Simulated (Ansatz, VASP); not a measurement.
# Ni: VASP beside Ansatz

INCAR

```
ALGO = Normal ; EDIFF = 1E-6
ENCUT = 520 ; GGA = PE
ISIF = 2 ; ISMEAR = 0
ISPIN = 2 ; LASPH = True
LCHARG = False ; LMAXMIX = 4
LORBIT = 11 ; LREAL = False
LWAVE = False ; MAGMOM = 0.81
NBANDS = 15 ; NELM = 150
PREC = Accurate ; SIGMA = 0.15
```

File KPOINTS:

```
k-points
0
Gamma
  22 22 22
```

File POSCAR:

```
Ni
1.0
    0.0000000000      1.7679500000      1.8209885000
    1.7679500000      0.0000000000      1.8209885000
    1.7679500000      1.7679500000      0.0000000000
Ni
1
Direct
    0.0000000000      0.0000000000      0.0000000000
```

Input for Ansatz:

```yaml
crystal:
  lattice:
    - [0.0, 1.76795, 1.8209885]
    - [1.76795, 0.0, 1.8209885]
    - [1.76795, 1.76795, 0.0]
  atoms:
    - { symbol: Ni, position: [0.0, 0.0, 0.0], spin: 0.81 }
basis:
  ecutwfc: 420
kpoints:
  mp_grid: { grid: [22, 22, 22] }
hamiltonian:
  xc: pbe
scf:
  occupations: { method: gaussian, width: 0.15 }
output:
  forces: true
  stress: true
  eigenvalues: true
  populations: true
magnetization:
  spin_polarized: true
```

Change from the starting cell: strain +0.000 along x and y, +0.030 along z, atoms carried along.

Alike in both runs: task single point; functional PBE; k mesh 22 × 22 × 22; occupations gaussian, width 0.15 eV; collinear spin.

|  | VASP | Ansatz |
| --- | --- | --- |
| version | VASP 6.6.1 | Ansatz 0.2.0 |
| potentials or method | VASP PAW PBE potentials, release 64 (Ni), cutoff 520 eV | scalar-relativistic, plane waves, PAW |
| valence electrons in the cell | 10 | 18 |

|  | VASP | Ansatz | Ansatz less VASP |
| --- | --- | --- | --- |
| gap on the k mesh at the Fermi level (eV) | none | none | - |
| pressure (GPa) | -7.6 | -7.7 | -0.09 |
| traceless stress, the component that is largest in VASP (GPa) | -2.22 | -2.30 | -0.084 |
| net moment per atom (μB) | 0.64 | 0.65 | +0.012 |
| size of the moment on the site where the two differ most (μB) | 0.66 | 0.69 | +0.037 |

Site moments also hang on the region over which each program counts them. A gap of «none» marks a metal or a gap that the smearing closes. With one functional, cell and mesh, what is left measures potentials, basis and numerics. VASP's potentials hold 10 valence electrons a cell and Ansatz's 18, so a difference there can come from the potentials and not from the codes.
